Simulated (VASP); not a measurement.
# Al (P6/mmm) in VASP: further runs

Aim: see how the results for Al move with the level of theory and the settings. Levels: r2SCAN, r2SCAN+D3(BJ), r2SCAN+D4. Tasks: relaxation of cell and atoms.

Everything below comes from runs of VASP 6.6.1. Logs are shortened: lines on timing, memory, paths and dates and some standing lists are left out, and cuts for length are marked.

## 1. The cell of the first run

Symmetry: P6/mmm, No. 191, hexagonal system. Conventional cell: a = 4.547 Å, b = 4.547 Å, c = 2.754 Å, α = 90.00°, β = 90.00°, γ = 120.00°. Al (site symmetry -6m2) has 5 Al at 2.63 to 2.75 Å within 3.5 Å.

## 2. Relaxation of cell and atoms, r2SCAN

POSCAR reads:

```
Al
1.0
    4.5467300000      0.0000000000      0.0000000000
   -2.2733700000      3.9375800000      0.0000000000
    0.0000000000      0.0000000000      2.7539300000
Al
2
Direct
    0.3333300000      0.6666700000      0.5000000000
    0.6666700000      0.3333300000      0.5000000000
```

INCAR.step1 reads:

```
SYSTEM = Al
ALGO = Normal
EDIFF = 1E-4
ENCUT = 600
GGA = PE
ISMEAR = -1
LASPH = .True.
LCHARG = .False.
LREAL = .False.
LWAVE = .True.
NELM = 80
PREC = Accurate
SIGMA = 0.05
```

INCAR.step2 reads:

```
SYSTEM = Al
ALGO = Normal
EDIFF = 1E-6
EDIFFG = -0.01
ENCUT = 600
IBRION = 2
ISIF = 3
ISMEAR = -1
ISTART = 1
LASPH = .True.
LCHARG = .False.
LMIXTAU = .True.
LREAL = .False.
LWAVE = .False.
METAGGA = R2SCAN
NELM = 80
NSW = 60
PREC = Accurate
SIGMA = 0.05
```

KPOINTS reads:

```
k-points
0
Gamma
  7 7 10
  0 0 0
```

Potentials or basis: VASP PAW PBE potentials, release 64 (Al).

The run is started by

```
$ cat potpaw_PBE.64/Al/POTCAR > POTCAR
$ cp INCAR.step1 INCAR
$ mpirun -np 1 vasp_std > vasp.out
$ cp INCAR.step2 INCAR
$ mpirun -np 1 vasp_std > vasp.out
```

OUTCAR:

```text
SYSTEM = Al
   EDIFF = 1E-6
   EDIFFG = -0.01
   ENCUT = 600
   IBRION = 2
   ISIF = 3
   ISMEAR = -1
   ISTART = 1
   LASPH = .True.
   LREAL = .False.
   METAGGA = R2SCAN
   NELM = 80
   NSW = 60
   PREC = Accurate

 ion  position               nearest neighbor table
   1  0.333  0.667  0.500-   2 2.63   2 2.63   2 2.63
   2  0.667  0.333  0.500-   1 2.63   1 2.63   1 2.63

  LATTYP: Found a hexagonal cell.
 ALAT       =     4.5467300000
 C/A-ratio  =     0.6056946421

  Lattice vectors:

 A1 = (   4.5467300000,   0.0000000000,   0.0000000000)
 A2 = (  -2.2733700000,   3.9375800000,   0.0000000000)
 A3 = (   0.0000000000,   0.0000000000,   2.7539300000)

Analysis of symmetry for initial positions (statically):
=====================================================================
 Subroutine PRICEL returns:
 Original cell was already a primitive cell.

 Routine SETGRP: Setting up the symmetry group for a
 hexagonal supercell.

 Subroutine GETGRP returns: Found  8 space group operations
 (whereof  8 operations were pure point group operations)
 out of a pool of 24 trial point group operations.

The static configuration has the point symmetry D_2h.

Analysis of symmetry for dynamics (positions and initial velocities):
=====================================================================
 Subroutine PRICEL returns:
 Original cell was already a primitive cell.

 Routine SETGRP: Setting up the symmetry group for a
 hexagonal supercell.

 Subroutine GETGRP returns: Found  8 space group operations
 (whereof  8 operations were pure point group operations)
 out of a pool of 24 trial point group operations.

The dynamic configuration has the point symmetry D_2h.

 Subroutine INISYM returns: Found  8 space group operations
 (whereof  8 operations are pure point group operations),
 and found     1 'primitive' translations

----------------------------------------------------------------------------------------

                                     Primitive cell

  volume of cell :      49.3039

  direct lattice vectors                    reciprocal lattice vectors
     4.546730000  0.000000000  0.000000000     0.219938285  0.126981826  0.000000000
    -2.273370000  3.937580000  0.000000000     0.000000000  0.253963094  0.000000000
     0.000000000  0.000000000  2.753930000     0.000000000  0.000000000  0.363117436

  length of vectors
     4.546730000  4.546729309  2.753930000     0.253963056  0.253963094  0.363117436

  position of ions in fractional coordinates (direct lattice)
     0.333330000  0.666670000  0.500000000
     0.666670000  0.333330000  0.500000000

  ion indices of the primitive-cell ions
   primitive index   ion index
                 1           1
                 2           2

----------------------------------------------------------------------------------------

 KPOINTS: k-points

Automatic generation of k-mesh.
 Grid dimensions read from file:
 generate k-points for:    7    7   10

 Generating k-lattice:

  Cartesian coordinates                     Fractional coordinates (reciprocal lattice)
     0.031419755  0.018140261  0.000000000     0.142857143 -0.000000000  0.000000000
     0.000000000  0.036280442  0.000000000     0.000000000  0.142857143  0.000000000
     0.000000000  0.000000000  0.036311744     0.000000000  0.000000000  0.100000000

  Length of vectors
     0.036280437  0.036280442  0.036311744

  Shift w.r.t. Gamma in fractional coordinates (k-lattice)
     0.000000000  0.000000000  0.000000000

 Subroutine IBZKPT returns following result:
 ===========================================

 Found     96 irreducible k-points:

 Following reciprocal coordinates:
            Coordinates               Weight
  0.000000  0.000000  0.000000      1.000000
  0.142857 -0.000000  0.000000      4.000000
 -0.142857  0.142857  0.000000      2.000000
  0.285714 -0.000000  0.000000      4.000000
 -0.285714  0.285714  0.000000      2.000000
  0.428571 -0.000000  0.000000      4.000000
[... 16 lines left out ...]
 -0.428571  0.428571  0.100000      4.000000
  0.142857  0.142857  0.100000      4.000000
 [... further k-points ...]
   k-points           NKPTS =     96   k-points in BZ     NKDIM =     96   number of bands    NBANDS=      7
   number of dos      NEDOS =    301   number of ions     NIONS =      2
   total plane-waves  NPLWV =  31104
   dimension x,y,z NGX =    36 NGY =   36 NGZ =   24
   dimension x,y,z NGXF=    72 NGYF=   72 NGZF=   48
   ions per type =               2
   NGX,Y,Z   is equivalent  to a cutoff of  13.16, 13.16, 14.49 a.u.
   NGXF,Y,Z  is equivalent  to a cutoff of  26.33, 26.33, 28.98 a.u.
 SYSTEM =  Al
   PREC   = accura    normal or accurate (medium, high low for compatibility)
   ISTART =      1    job   : 0-new  1-cont  2-samecut
   ICHARG =      0    charge: 1-file 2-atom 10-const
   ISPIN  =      1    spin polarized calculation?
   LNONCOLLINEAR =      F non collinear calculations
   LSORBIT =      F    spin-orbit coupling
   LASPH  =      T    aspherical Exc in radial PAW
   ENCUT  =  600.0 eV  44.10 Ry    6.64 a.u.   9.08  9.08  5.50*2*pi/ulx,y,z
   NELM   =     80;   NELMIN=  2; NELMDL=  0     # of ELM steps
   EDIFF  = 0.1E-05   stopping-criterion for ELM
   LREAL  =      F    real-space projection
   EDIFFG = -.1E-01   stopping-criterion for IOM
   NSW    =     60    number of steps for IOM
   IBRION =      2    ionic relax: 0-MD 1-quasi-New 2-CG
   NFREE  =      1    steps in history (QN), initial steepest desc. (CG)
   ISIF   =      3    stress and relaxation
   ISYM   =      2    0-nonsym 1-usesym 2-fastsym
   POTIM  = 0.5000    time-step for ionic-motion
   TEBEG  =    0.0;   TEEND  =   0.0 temperature during run
   PSTRESS=    0.0 pullay stress
   NELECT =       6.0000    total number of electrons
   NUPDOWN=      -1.0000    fix difference up-down
   EMIN   =  10.00;   EMAX   =-10.00  energy-range for DOS
   EFERMI =   0.00;   METHOD = LEGACY
   ISMEAR =    -1;   SIGMA  =   0.05  broadening in eV -4-tet -1-fermi 0-gaus
   EFERMI_NEDOS =   21; number of points for ismear=-14 and -15
   IALGO  =     38    algorithm
   IMIX   =      4    mixing-type and parameters
     AMIX     =   0.40;   BMIX     =  1.00
     AMIX_MAG =   1.60;   BMIX_MAG =  1.00
  volume/ion in A,a.u.               =      24.65       166.36
  Fermi-wavevector in a.u.,A,eV,Ry     =   0.811269  1.533076  8.954770  0.658157
  Thomas-Fermi vector in A             =   1.920597
   LORBIT       =      0    0 simple, 1 ext, 2 COOP (PROOUT), +10 PAW based schemes
   METAGGA = R2SCAN    functional components
   LHFCALC =     F    Hartree Fock is set to
   AEXX    =    0.0000 exact exchange contribution
   IVDW    =     0    specifies the selected vdW correction
   LEPSILON=     F    determine dielectric tensor
   LRPA    =     F    only Hartree local field effects (RPA)
 conjugate gradient relaxation of ions
 non-spin polarized calculation
  energy-cutoff  :      600.00
  volume of cell :       49.30
 maximum number of plane-waves:      1661
   NGX = 19   NGY = 19   NGZ = 11

--------------------------------------- Ionic step        1  -------------------------------------------

 number of electron       6.0000000 magnetization

 Free energy of the ion-electron system (eV)
  ---------------------------------------------------
  ext. energy  EPLUGINS =         0.00000000
  ---------------------------------------------------
  free energy    TOTEN  =       -12.39192201 eV

  energy without entropy =      -12.38774213  energy(sigma->0) =      -12.38983207

 E-fermi :   3.9048     XC(G=0):  -8.9458

 val. band max:        3.7928948182   @ k =   0.2857  -0.0000   0.3000
 cond. band min:       3.9246091016   @ k =   0.4286   0.4286   0.4000
 fundamental gap:      0.1317142834
 Fermi energy:         3.9047968010

 k-point     1 :       0.0000    0.0000    0.0000
  band No.  band energies     occupation
      1      -5.3637      2.00000
      2       2.9504      2.00000
      3       2.9506      2.00000
      4       3.5653      1.99775
      5       6.2759      0.00000
      6       6.2761      0.00000
      7       9.8182      0.00000

 k-point     2 :       0.1429   -0.0000    0.0000
  band No.  band energies     occupation
      1      -5.1812      2.00000
      2       1.2670      2.00000
      3       2.6441      2.00000
      4       4.7670      0.00000
      5       6.4188      0.00000
      6       6.9645      0.00000
      7      10.8276      0.00000
[... 350 lines left out ...]
 POSITION                                       TOTAL-FORCE (eV/Angst)
 -----------------------------------------------------------------------------------
      0.00001      2.61223      1.36166         0.000047     -0.000027     -0.000000
      2.26226      1.30612      1.36166        -0.000047      0.000027      0.000000
 -----------------------------------------------------------------------------------
    total drift:                                0.000000     -0.000000     -0.000000

  FREE ENERGIE OF THE ION-ELECTRON SYSTEM (eV)
  ---------------------------------------------------
  free  energy   TOTEN  =       -12.3960778957 eV

  energy  without entropy=      -12.3923959814  energy(sigma->0) =      -12.39423694

--------------------------------------- Ionic step        5  -------------------------------------------

 number of electron       6.0000000 magnetization

 Free energy of the ion-electron system (eV)
  ---------------------------------------------------
  ext. energy  EPLUGINS =         0.00000000
  ---------------------------------------------------
  free energy    TOTEN  =       -12.39610902 eV

  energy without entropy =      -12.39237411  energy(sigma->0) =      -12.39424157

 E-fermi :   4.0833     XC(G=0):  -9.0224

 val. band max:        3.9618798725   @ k =  -0.2857  -0.4286   0.4000
 cond. band min:       4.0934059195   @ k =   0.4286   0.4286   0.4000
 fundamental gap:      0.1315260470
 Fermi energy:         4.0832590653

 k-point     1 :       0.0000    0.0000    0.0000
  band No.  band energies     occupation
      1      -5.3193      2.00000
      2       3.0720      2.00000
      3       3.0721      2.00000
      4       3.7514      1.99738
      5       6.4099      0.00000
      6       6.4099      0.00000
      7       9.9856      0.00000

 k-point     2 :       0.1429   -0.0000    0.0000
  band No.  band energies     occupation
      1      -5.1345      2.00000
      2       1.3903      2.00000
      3       2.7601      2.00000
      4       4.9302      0.00000
      5       6.5673      0.00000
      6       7.1082      0.00000
      7      11.0090      0.00000
[... 242 lines left out ...]
 POSITION                                       TOTAL-FORCE (eV/Angst)
 -----------------------------------------------------------------------------------
      0.00000      2.60994      1.36249         0.000032     -0.000018     -0.000000
      2.26027      1.30498      1.36249        -0.000032      0.000018      0.000000
 -----------------------------------------------------------------------------------
    total drift:                               -0.000000      0.000000      0.000000

  FREE ENERGIE OF THE ION-ELECTRON SYSTEM (eV)
  ---------------------------------------------------
  free  energy   TOTEN  =       -12.3961090221 eV

  energy  without entropy=      -12.3923741130  energy(sigma->0) =      -12.39424157

 reached required accuracy - stopping structural energy minimisation
```

Run time: 7.6 min. Hardware: 1 thread of AMD EPYC 7R13 (Zen 3), shared host; peak memory 0.17 GiB.

What came out:

| Quantity | Value |
| --- | --- |
| Free energy | -12.3961 eV |
| Relaxed volume | 24.11 Å³/atom |
| Relaxed cell | a = 4.521 Å, b = 4.521 Å, c = 2.725 Å, α = 90.00°, β = 90.00°, γ = 120.00° |
| Space group after relaxing (to 0.05 Å) | P6/mmm (No. 191) |
| Energy gained by relaxing | 2.1 meV/atom |
| Ionic steps | 5 |
| Pressure after relaxing | 0.0 GPa |
| Band gap on the k mesh | zero (band 3 reaches 6.67 eV, above the bottom of band 4 at 2.96 eV) |

The path:
| step | energy change (eV) | largest force (eV/Å) | pressure (GPa) | volume (Å³) |
| --- | --- | --- | --- | --- |
| 1 | 0.0000 | 0.0003 | -1.04 | 49.30 |
| 2 | -0.0041 | 0.0000 | 0.05 | 48.17 |
| 3 | -0.0042 | 0.0000 | -0.04 | 48.26 |
| 4 | -0.0042 | 0.0001 | -0.06 | 48.28 |
| 5 | -0.0042 | 0.0000 | -0.01 | 48.23 |

Final structure:
```xyz
2
Lattice="4.5205 0.0000 0.0000 -2.2602 3.9149 0.0000 0.0000 0.0000 2.7250" Properties=species:S:1:pos:R:3 pbc="T T T"
Al    0.0000    2.6099    1.3625
Al    2.2603    1.3050    1.3625
```

Caveat: the PAW data sets were made with another functional, which shifts forces and pressure a little.

## 3. Relaxation of cell and atoms, r2SCAN+D3(BJ)

POSCAR is that of step 2.

INCAR.step1 reads:

```
  ALGO = Normal
  EDIFF = 1E-4
  ENCUT = 600
  GGA = PE
  ISMEAR = -1
  LASPH = True
  LCHARG = False
  LREAL = False
  LWAVE = True
  NELM = 60
  PREC = Accurate
  SIGMA = 0.05
```

INCAR.step2 reads:

```
  ALGO = Normal
  EDIFF = 1E-7
  EDIFFG = -0.01
  ENCUT = 600
  IBRION = 2
  ISIF = 3
  ISMEAR = -1
  ISTART = 1
  IVDW = 12
  LASPH = True
  LCHARG = False
  LMIXTAU = True
  LREAL = False
  LWAVE = False
  METAGGA = R2SCAN
  NELM = 60
  NSW = 60
  PREC = Accurate
  SIGMA = 0.05
  VDW_A1 = 0.49484001
  VDW_A2 = 5.73083694
  VDW_S6 = 1.0
  VDW_S8 = 0.78981345
```

KPOINTS reads:

```
k-points
0
Gamma
  7 7 10
```

Potentials or basis: VASP PAW PBE potentials, release 64 (Al).

The run is started by

```
$ cat potpaw_PBE.64/Al/POTCAR > POTCAR
$ cp INCAR.step1 INCAR
$ mpirun -np 1 vasp_std > vasp.out
$ cp INCAR.step2 INCAR
$ mpirun -np 1 vasp_std > vasp.out
```

Wall time 11 min (1 thread of AMD EPYC 7R13 (Zen 3), shared host); peak memory 0.18 GiB.

The run converged. Its results:

* Free energy: -12.6153 eV
* Relaxed volume: 23.77 Å³/atom
* Relaxed cell: a = 4.499 Å, b = 4.499 Å, c = 2.712 Å, α = 90.00°, β = 90.00°, γ = 120.00°
* Space group after relaxing (to 0.05 Å): P6/mmm (No. 191)
* Energy gained by relaxing: 5.4 meV/atom
* Ionic steps: 6
* Pressure after relaxing: 0.0 GPa
* Band gap on the k mesh: zero (band 3 reaches 6.82 eV, above the bottom of band 4 at 3.05 eV)
* Dispersion energy per atom: -0.110 eV

Step by step:
| step | energy change (eV) | largest force (eV/Å) | pressure (GPa) | volume (Å³) |
| --- | --- | --- | --- | --- |
| 1 | 0.0000 | 0.0003 | -1.75 | 49.30 |
| 2 | -0.0107 | 0.0000 | 0.10 | 47.41 |
| 3 | -0.0108 | 0.0000 | -0.03 | 47.53 |
| 4 | -0.0108 | 0.0001 | -0.06 | 47.57 |
| 5 | -0.0108 | 0.0000 | -0.02 | 47.53 |
| 6 | -0.0108 | 0.0000 | -0.03 | 47.53 |

Final structure:
```
CELL_PARAMETERS angstrom
4.49898 0.00003 0.00000
-2.24947 3.89624 0.00000
0.00000 0.00000 2.71169
ATOMIC_POSITIONS crystal
Al 0.33333 0.66667 0.50000
Al 0.66667 0.33333 0.50000
```

Levels at points of the mesh, in eV from the Fermi level:
```csv
k point,band 1,band 2,band 3,band 4,band 5,band 6
"(0.00, 0.00, 0.00)",-9.48,-1.03,-1.03,-0.28,2.32,2.32
"(0.00, 0.00, 0.50)",-4.58,-3.93,2.63,2.63,2.98,5.61
```

Caveat: the PAW data sets were made with another functional, which shifts forces and pressure a little; pairwise dispersion overbinds metals, which lowers pressure and volume.

## 4. Relaxation of cell and atoms, r2SCAN+D4

POSCAR is that of step 3.

INCAR.step1 reads:

```
ALGO = Normal ; EDIFF = 1E-4
ENCUT = 600 ; GGA = PE
ISMEAR = -1 ; LASPH = T
LCHARG = F ; LREAL = F
LWAVE = T ; NELM = 80
PREC = Accurate ; SIGMA = 0.05
```

INCAR.step2 reads:

```
ALGO = Normal ; EDIFF = 1E-7
EDIFFG = -0.01 ; ENCUT = 600
IBRION = 2 ; ISIF = 3
ISMEAR = -1 ; ISTART = 1
IVDW = 13 ; LASPH = T
LCHARG = F ; LMIXTAU = T
LREAL = F ; LWAVE = F
METAGGA = R2SCAN ; NELM = 80
NSW = 60 ; PREC = Accurate
SIGMA = 0.05 ; VDW_A1 = 0.51559235
VDW_A2 = 5.77342911 ; VDW_S6 = 1.0
VDW_S8 = 0.6018749
```

KPOINTS is that of step 3.

The run is started by

```
$ cat potpaw_PBE.64/Al/POTCAR > POTCAR
$ cp INCAR.step1 INCAR
$ mpirun -np 1 vasp_std > vasp.out
$ cp INCAR.step2 INCAR
$ mpirun -np 1 vasp_std > vasp.out
```

Run time: 11 min. Hardware: 1 thread of AMD EPYC 7R13 (Zen 3), shared host; peak memory 0.17 GiB.

It converged, with:

```yaml
Free_energy: -12.5640 eV
Relaxed_volume: 23.87 Å³/atom
Relaxed_cell: a = 4.506 Å, b = 4.506 Å, c = 2.715 Å, α = 90.00°, β = 90.00°, γ = 120.00°
Space_group_after_relaxing_to_0.05_Å: P6/mmm (No. 191)
Energy_gained_by_relaxing: 4.3 meV/atom
Ionic_steps: 6
Pressure_after_relaxing: 0.0 GPa
Band_gap_on_the_k_mesh: zero (band 3 reaches 6.78 eV, above the bottom of band 4 at 3.02 eV)
Dispersion_energy_per_atom: -0.084 eV
```

Step by step:
| step | energy change (eV) | largest force (eV/Å) | pressure (GPa) | volume (Å³) |
| --- | --- | --- | --- | --- |
| 1 | 0.0000 | 0.0003 | -1.54 | 49.30 |
| 2 | -0.0085 | 0.0000 | 0.09 | 47.63 |
| 3 | -0.0085 | 0.0000 | -0.03 | 47.74 |
| 4 | -0.0085 | 0.0001 | -0.06 | 47.77 |
| 5 | -0.0086 | 0.0000 | -0.02 | 47.73 |
| 6 | -0.0086 | 0.0000 | -0.03 | 47.74 |

Final structure:
```yaml
crystal:
  lattice:
    - [4.50554, 0.00003, 0.00000]
    - [-2.25275, 3.90192, 0.00000]
    - [0.00000, 0.00000, 2.71541]
  atoms:
    - { symbol: Al, position: [0.33333, 0.66667, 0.50000] }
    - { symbol: Al, position: [0.66667, 0.33333, 0.50000] }
```

Levels at points of the mesh, in eV from the Fermi level:
| k point | band 1 | band 2 | band 3 | band 4 | band 5 | band 6 | band 7 |
| --- | --- | --- | --- | --- | --- | --- | --- |
| (0.00, 0.00, 0.00) | -9.46 | -1.02 | -1.02 | -0.30 | 2.32 | 2.32 | 5.91 |
| (0.00, 0.00, 0.50) | -4.58 | -3.92 | 2.62 | 2.62 | 2.97 | 5.61 | 5.61 |

Caveat: the PAW data sets were made with another functional, which shifts forces and pressure a little; pairwise dispersion overbinds metals, which lowers pressure and volume.

## 5. Overview

```tsv
level	gap on the mesh (eV)	pressure (GPa)	relaxed volume (Å³/atom)
r2SCAN	none	0.0	24.11
r2SCAN+D3(BJ)	none	0.0	23.77
r2SCAN+D4	none	0.0	23.87
```

Alike in all rows: task relaxation of cell and atoms; potentials or basis VASP PAW PBE potentials, release 64 (Al); no spin polarisation; cell relaxed; k mesh 7 × 7 × 10; cutoff (eV) 600; smearing fermi-dirac 0.05 eV.

Caveats: the PAW data sets were made with another functional, which shifts forces and pressure a little; pairwise dispersion overbinds metals, which lowers pressure and volume (some runs).

Absolute energies hang on the potentials; compare differences alone.
